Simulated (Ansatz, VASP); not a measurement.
AlN: VASP beside Ansatz

```
CELL_PARAMETERS angstrom
-0.03956 1.95822 1.95822
1.95822 -0.03956 1.95822
1.95822 1.95822 -0.03956
ATOMIC_POSITIONS crystal
Al 0.00000 0.00000 0.00000
N 0.50000 0.50000 0.50000
```

Change from the starting cell: equal xy, yz and zx shear strains of -2 %.

Alike in both runs: task single point; functional LDA; k mesh 10 × 10 × 10; occupations fermi-dirac, width 0.02 eV; no spin polarisation.

```csv
,VASP,Ansatz
version,VASP 6.6.1,Ansatz 0.2.0
potentials or method,"VASP PAW LDA potentials, release 64 (Al, N), cutoff 520 eV","all-electron LAPW, scalar-relativistic"
```

Ansatz gave:

- gap on the k mesh at the Fermi level (eV): 4.47
- pressure (GPa): 12.6
- traceless stress, the component that is largest in VASP (GPa): 6.70

Task: Which values does VASP return?

Result: gap on the k mesh at the Fermi level (eV): 4.46; pressure (GPa): 13.4; traceless stress, the component that is largest in VASP (GPa): 6.70.

LDA's correlation is that of Perdew and Zunger in VASP and of Perdew and Wang (1992) in Ansatz. Ansatz ran all-electron here, and VASP with PAW potentials.
